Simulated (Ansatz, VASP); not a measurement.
## One calculation of SiC, two programs

```
CELL_PARAMETERS angstrom
2.18986 -2.18986 0.00000
2.18986 0.00000 -2.18986
9.85439 8.21199 8.21199
ATOMIC_POSITIONS crystal
Si 0.90105 0.90105 0.39580
Si 0.27605 0.27605 0.22913
Si 0.52605 0.52605 0.56247
Si 0.77605 0.77605 0.89580
Si 0.15105 0.15105 0.72913
Si 0.65105 0.65105 0.06247
C 0.55730 0.55730 0.43747
C 0.93230 0.93230 0.27080
C 0.18230 0.18230 0.60413
C 0.43230 0.43230 0.93747
C 0.80730 0.80730 0.77080
C 0.30730 0.30730 0.10413
```

Alike in both runs: task single point; functional PBE; k mesh 10 × 10 × 2; occupations gaussian, width 0.05 eV; no spin polarisation.

|  | VASP | Ansatz |
| --- | --- | --- |
| version | VASP 6.6.1 | Ansatz 0.2.0 |
| potentials or method | VASP PAW PBE potentials, release 64 (Si, C), cutoff 520 eV | scalar-relativistic, plane waves, PAW |
| valence electrons in the cell | 48 | 48 |

VASP gave:

```
gap on the k mesh at the Fermi level (eV)                     : 0.26
least direct gap on the mesh (eV)                             : 0.64
pressure (GPa)                                                : 0.1
traceless stress, the component that is largest in VASP (GPa) : -8.94
rms of the force components (eV/Å)                            : 0.511
```

Question: What did Ansatz give for the same quantities?

Answer: gap on the k mesh at the Fermi level (eV): 0.27; least direct gap on the mesh (eV): 0.64; pressure (GPa): 0.1; traceless stress, the component that is largest in VASP (GPa): -8.93; rms of the force components (eV/Å): 0.511.

Atom by atom the forces differ by 0.004 eV/Å (rms over components).
